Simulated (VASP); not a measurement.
# Si16O (a cell with a defect) in VASP: single point with PBEsol

Aim: the single point of Si16O (a cell with a defect) with PBEsol.

Program: VASP 6.6.1. These are calculated values, not measurements. Logs are shortened: lines on timing, memory, paths and dates and some standing lists are left out, and cuts for length are marked.

### 1 The cell of the first run

The cell holds a defect, 17 atoms: a = 7.679 Å, b = 7.679 Å, c = 7.679 Å, α = 60.00°, β = 60.00°, γ = 60.00°.

### 2 Single point, PBEsol, collinear spin, ferromagnetic start

File INCAR:

```
ALGO = Normal ; EDIFF = 1E-6
ENCUT = 520 ; GGA = PS
ISIF = 2 ; ISMEAR = -1
ISPIN = 2 ; LASPH = True
LCHARG = False ; LORBIT = 11
LREAL = Auto ; LWAVE = False
MAGMOM = 0 0 0 0 0 0 0 0 0 0 0 0 0 0 0 0 1 ; NBANDS = 53
NELM = 150 ; PREC = Accurate
SIGMA = 0.05
```

File KPOINTS:

```
k-points
0
Gamma
  2 2 2
```

File POSCAR:

```
Si16O
1.0
    0.0000000000      5.4300000000      5.4300000000
    5.4300000000      0.0000000000      5.4300000000
    5.4300000000      5.4300000000      0.0000000000
Si O
16 1
Direct
    0.0027300005     -0.0021441769      0.0004849684
    0.1068145120      0.1420216906      0.1279872997
   -0.0039871335      0.0001496653      0.5021323717
    0.1368970714      0.1084449752      0.6270512528
   -0.0130784874      0.5175137651     -0.0014544401
    0.1225426129      0.6279883908      0.1259251319
    0.0166394529      0.4840949184      0.5018501548
    0.1269302508      0.6255525915      0.6242937579
    0.4803686554      0.0538041290     -0.0057943870
    0.6374243558      0.0779268317      0.1689703032
    0.5099534132     -0.0554881709      0.5400835330
    0.6210021904      0.1251939897      0.6231070721
    0.4881199351      0.5455933741      0.0100227904
    0.6137155435      0.6814098356      0.1196025692
    0.5020346425      0.5011217600      0.4946973840
    0.6430811843      0.5725982125      0.6532732772
    0.5625127001      0.3117450884      0.1915263508
```

Potentials or basis: VASP PAW PBE potentials, release 64 (Si, O).

Started as:

```console
$ cat potpaw_PBE.64/Si/POTCAR potpaw_PBE.64/O/POTCAR > POTCAR
$ mpirun -np 1 vasp_std > vasp.out
```

OUTCAR:

```text
EDIFF = 1E-6
   ENCUT = 520
   GGA = PS
   ISIF = 2
   ISMEAR = -1
   ISPIN = 2
   LASPH = True
   LORBIT = 11
   LREAL = Auto
   NELM = 150
   PREC = Accurate

 ion  position               nearest neighbor table
   1  0.003  0.998  0.000-  10 2.32   6 2.32   4 2.34   2 2.36
   2  0.107  0.142  0.128-   3 2.35   5 2.35   9 2.36   1 2.36
   3  0.996  0.000  0.502-   4 2.35   2 2.35   8 2.35  12 2.35
   4  0.137  0.108  0.627-   1 2.34   3 2.35   7 2.36  11 2.36
   5  0.987  0.518  0.999-   6 2.34   8 2.35   2 2.35  14 2.36
   6  0.123  0.628  0.126-  13 2.32   1 2.32   5 2.34   7 2.36
   7  0.017  0.484  0.502-   8 2.35  16 2.36   4 2.36   6 2.36
   8  0.127  0.626  0.624-   3 2.35   7 2.35   5 2.35  15 2.35
   9  0.480  0.054  0.994-  10 2.32  14 2.34  12 2.35   2 2.36
  10  0.637  0.078  0.169-  17 1.66   1 2.32   9 2.32  11 2.33  13 2.93
  11  0.510  0.945  0.540-  10 2.33  16 2.33   4 2.36  12 2.38
  12  0.621  0.125  0.623-   3 2.35   9 2.35  15 2.36  11 2.38
  13  0.488  0.546  0.010-  17 1.66   6 2.32  16 2.32  14 2.33  10 2.93
  14  0.614  0.681  0.120-  13 2.33   9 2.34   5 2.36  15 2.38
  15  0.502  0.501  0.495-   8 2.35  16 2.35  12 2.36  14 2.38
  16  0.643  0.573  0.653-  13 2.32  11 2.33  15 2.35   7 2.36
  17  0.563  0.312  0.192-  13 1.66  10 1.66

  LATTYP: Found a face centered cubic cell.
 ALAT       =    10.8600000000

  Lattice vectors:

 A1 = (   0.0000000000,   5.4300000000,   5.4300000000)
 A2 = (   5.4300000000,   0.0000000000,   5.4300000000)
 A3 = (   5.4300000000,   5.4300000000,   0.0000000000)

Analysis of symmetry for initial positions (statically):
=====================================================================
 Subroutine PRICEL returns:
 Original cell was already a primitive cell.

 Routine SETGRP: Setting up the symmetry group for a
 face centered cubic supercell.

 Subroutine GETGRP returns: Found  1 space group operations
 (whereof  1 operations were pure point group operations)
 out of a pool of 48 trial point group operations.

The static configuration has the point symmetry C_1 .

Analysis of symmetry for dynamics (positions and initial velocities):
=====================================================================
 Subroutine PRICEL returns:
 Original cell was already a primitive cell.

 Routine SETGRP: Setting up the symmetry group for a
 face centered cubic supercell.

 Subroutine GETGRP returns: Found  1 space group operations
 (whereof  1 operations were pure point group operations)
 out of a pool of 48 trial point group operations.

The dynamic configuration has the point symmetry C_1 .

Analysis of structural, dynamic, and magnetic symmetry:
=====================================================================
 Subroutine PRICEL returns:
 Original cell was already a primitive cell.

 Routine SETGRP: Setting up the symmetry group for a
 face centered cubic supercell.

 Subroutine GETGRP returns: Found  1 space group operations
 (whereof  1 operations were pure point group operations)
 out of a pool of 48 trial point group operations.

The overall configuration has the point symmetry C_1 .

 Subroutine INISYM returns: Found  1 space group operations
 (whereof  1 operations are pure point group operations),
 and found     1 'primitive' translations

----------------------------------------------------------------------------------------

                                     Primitive cell

  volume of cell :     320.2060

  direct lattice vectors                    reciprocal lattice vectors
     0.000000000  5.430000000  5.430000000    -0.092081031  0.092081031  0.092081031
     5.430000000  0.000000000  5.430000000     0.092081031 -0.092081031  0.092081031
     5.430000000  5.430000000  0.000000000     0.092081031  0.092081031 -0.092081031

  length of vectors
     7.679179644  7.679179644  7.679179644     0.159489025  0.159489025  0.159489025

[... 75 lines left out ...]
   k-points           NKPTS =      8   k-points in BZ     NKDIM =      8   number of bands    NBANDS=     53
   number of dos      NEDOS =    301   number of ions     NIONS =     17
   total plane-waves  NPLWV = 216000
   dimension x,y,z NGX =    60 NGY =   60 NGZ =   60
   dimension x,y,z NGXF=   120 NGYF=  120 NGZF=  120
   ions per type =              16   1
   NGX,Y,Z   is equivalent  to a cutoff of  12.99, 12.99, 12.99 a.u.
   NGXF,Y,Z  is equivalent  to a cutoff of  25.98, 25.98, 25.98 a.u.
 SYSTEM =  unknown system
   PREC   = accura    normal or accurate (medium, high low for compatibility)
   ISTART =      0    job   : 0-new  1-cont  2-samecut
   ICHARG =      2    charge: 1-file 2-atom 10-const
   ISPIN  =      2    spin polarized calculation?
   LNONCOLLINEAR =      F non collinear calculations
   LSORBIT =      F    spin-orbit coupling
   LASPH  =      T    aspherical Exc in radial PAW
   ENCUT  =  520.0 eV  38.22 Ry    6.18 a.u.  14.28 14.28 14.28*2*pi/ulx,y,z
   NELM   =    150;   NELMIN=  2; NELMDL= -5     # of ELM steps
   EDIFF  = 0.1E-05   stopping-criterion for ELM
   LREAL  =      T    real-space projection
   EDIFFG = 0.1E-04   stopping-criterion for IOM
   NSW    =      0    number of steps for IOM
   IBRION =     -1    ionic relax: 0-MD 1-quasi-New 2-CG
   NFREE  =      0    steps in history (QN), initial steepest desc. (CG)
   ISIF   =      2    stress and relaxation
   ISYM   =      2    0-nonsym 1-usesym 2-fastsym
   POTIM  = 0.5000    time-step for ionic-motion
   TEBEG  =    0.0;   TEEND  =   0.0 temperature during run
   PSTRESS=    0.0 pullay stress
   NELECT =      70.0000    total number of electrons
   NUPDOWN=      -1.0000    fix difference up-down
   EMIN   =  10.00;   EMAX   =-10.00  energy-range for DOS
   EFERMI =   0.00;   METHOD = LEGACY
   ISMEAR =    -1;   SIGMA  =   0.05  broadening in eV -4-tet -1-fermi 0-gaus
   EFERMI_NEDOS =   21; number of points for ismear=-14 and -15
   IALGO  =     38    algorithm
   IMIX   =      4    mixing-type and parameters
     AMIX     =   0.40;   BMIX     =  1.00
     AMIX_MAG =   1.60;   BMIX_MAG =  1.00
  volume/ion in A,a.u.               =      18.84       127.11
  Fermi-wavevector in a.u.,A,eV,Ry     =   0.986199  1.863645 13.232857  0.972588
  Thomas-Fermi vector in A             =   2.117562
   LORBIT       =     11    0 simple, 1 ext, 2 COOP (PROOUT), +10 PAW based schemes
   GGA     = PS    functional components
   LHFCALC =     F    Hartree Fock is set to
   AEXX    =    0.0000 exact exchange contribution
   IVDW    =     0    specifies the selected vdW correction
   LEPSILON=     F    determine dielectric tensor
   LRPA    =     F    only Hartree local field effects (RPA)
 spin polarized calculation
  energy-cutoff  :      520.00
  volume of cell :      320.21
 maximum number of plane-waves:      8646
 NGX is ok and might be reduce to    60
   NGX = 29   NGY = 29   NGZ = 29

 number of electron      70.0000000 magnetization       0.0005118

 number of electron      70.0000000 magnetization      -0.0000763

 Free energy of the ion-electron system (eV)
  ---------------------------------------------------
  ext. energy  EPLUGINS =         0.00000000
  ---------------------------------------------------
  free energy    TOTEN  =       -98.32033353 eV

  energy without entropy =      -98.31748939  energy(sigma->0) =      -98.31891146

 E-fermi :   6.0528     XC(G=0):  -9.6838

 val. band max:        5.8429748538   @ k =   0.0000   0.0000   0.0000
 cond. band min:       6.2438849790   @ k =   0.0000   0.0000   0.0000
 fundamental gap:      0.4009101252
 Fermi energy:         6.0528201475

 spin component 1

 k-point     1 :       0.0000    0.0000    0.0000
  band No.  band energies     occupation
      1     -14.5026      1.00000
      2      -5.8749      1.00000
      3      -4.4763      1.00000
      4      -3.7355      1.00000
      5      -3.7167      1.00000
      6      -3.3725      1.00000
[... 389 lines left out ...]
     46      10.0714      0.00000
     47      10.3551      0.00000
 Fermi energy:         6.0528201475

 spin component 2

 k-point     1 :       0.0000    0.0000    0.0000
  band No.  band energies     occupation
      1     -14.5026      1.00000
      2      -5.8749      1.00000
      3      -4.4764      1.00000
      4      -3.7355      1.00000
      5      -3.7167      1.00000
      6      -3.3725      1.00000
[... 389 lines left out ...]
     46      10.0714      0.00000
     47      10.3551      0.00000
 [bands above 47 left out]

------------------------ aborting loop because EDIFF is reached ----------------------------------------

  FORCE on cell =-STRESS in cart. coord.  units (eV):
  Direction    XX          YY          ZZ          XY          YZ          ZX
  --------------------------------------------------------------------------------------
  -------------------------------------------------------------------------------------
  Total        4.5483502      4.5364924      5.1825236     -2.8608445     -2.1030664      2.0978876
  in kB       22.7580470     22.6987156     25.9311866    -14.3144726    -10.5228671     10.4969546
  external PRESSURE =      23.7959831 kB  Pullay stress =       0.0000000 kB

 VOLUME and BASIS-vectors are now :
 -----------------------------------------------------------------------------
  energy-cutoff  :      520.00
  volume of cell :      320.21
      direct lattice vectors                 reciprocal lattice vectors
     0.000000000  5.430000000  5.430000000    -0.092081031  0.092081031  0.092081031
     5.430000000  0.000000000  5.430000000     0.092081031 -0.092081031  0.092081031
     5.430000000  5.430000000  0.000000000     0.092081031  0.092081031 -0.092081031

 POSITION                                       TOTAL-FORCE (eV/Angst)
 -----------------------------------------------------------------------------------
      5.42099      0.01746      5.43318        -0.018371      0.003837     -0.003740
      1.46615      1.27497      1.35118         0.000547      0.000078     -0.001376
      2.72739      8.13493      5.40916        -0.000673      0.004219     -0.002955
      3.99374      4.14824      1.33221         0.003375     -0.003026      0.011065
      8.23220     10.78109      8.16908        -0.007323     -0.013562     -0.000484
      4.09375      1.34918      4.07538         0.005592     -0.013639     -0.015076
[... 9 lines left out ...]
      6.65648      7.03920      6.60114        -0.010732      0.024763     -0.002971
      2.73276      4.09443      4.74722         0.063163      0.046648      0.020303
 -----------------------------------------------------------------------------------
    total drift:                                0.001875     -0.003042     -0.001184

  FREE ENERGIE OF THE ION-ELECTRON SYSTEM (eV)
  ---------------------------------------------------
  free  energy   TOTEN  =       -98.3203335329 eV

  energy  without entropy=      -98.3174893865  energy(sigma->0) =      -98.31891146

 total charge

# of ion       s       p       d       tot
------------------------------------------
    1        0.745   0.973   0.000   1.718
    2        0.741   0.945   0.000   1.686
    3        0.739   0.957   0.000   1.696
    4        0.740   0.950   0.000   1.690
    5        0.740   0.950   0.000   1.690
    6        0.745   0.973   0.000   1.718
[... 9 lines left out ...]
   16        0.746   0.963   0.000   1.709
   17        1.572   3.583   0.000   5.155
--------------------------------------------------
tot         13.475  18.808   0.000  32.283

 magnetization (x)

# of ion       s       p       d       tot
------------------------------------------
    1        0.000   0.000   0.000   0.000
    2        0.000   0.000   0.000   0.000
    3        0.000   0.000   0.000   0.000
    4        0.000   0.000   0.000   0.000
    5        0.000   0.000   0.000   0.000
    6        0.000   0.000   0.000   0.000
[... 9 lines left out ...]
   16        0.000   0.000   0.000   0.000
   17       -0.000  -0.000   0.000  -0.000
--------------------------------------------------
tot          0.000   0.000   0.000   0.000
```

Run time: 15 min. Hardware: 1 thread of AMD EPYC 7R43 (Zen 3), shared host; peak memory 0.67 GiB.

Results:

```
Free energy                                           : -98.3203 eV
Pressure                                              : 2.4 GPa
Largest force                                         : 0.118 eV/Å
Band gap on the k mesh                                : 0.40 eV
Net moment                                            : 0.00 μB per cell
Valence electrons inside the program's atomic spheres : Si 1.72, 1.69, 1.70, 1.71, 1.68; O 5.16
```

Forces in eV/Å, atoms in the order of the input:
```
Si  -0.018  0.004 -0.004
Si   0.001  0.000 -0.001
Si  -0.001  0.004 -0.003
Si   0.003 -0.003  0.011
Si  -0.007 -0.014  0.000
Si   0.006 -0.014 -0.015
Si  -0.008  0.004  0.004
Si  -0.001  0.005  0.003
Si  -0.008  0.000 -0.020
Si  -0.074  0.006 -0.061
Si   0.019  0.010 -0.017
Si   0.002 -0.005  0.012
Si   0.023 -0.094  0.068
Si   0.023  0.031  0.011
Si  -0.012 -0.008 -0.005
Si  -0.011  0.025 -0.003
O    0.063  0.047  0.020
```

Stress tensor (GPa, compression positive):
```
 2.28 -1.43  1.05
-1.43  2.27 -1.05
 1.05 -1.05  2.59
```

Caveat: the k points lie up to 0.50 Å⁻¹ apart; the PAW data sets were made with another functional, which shifts forces and pressure a little.
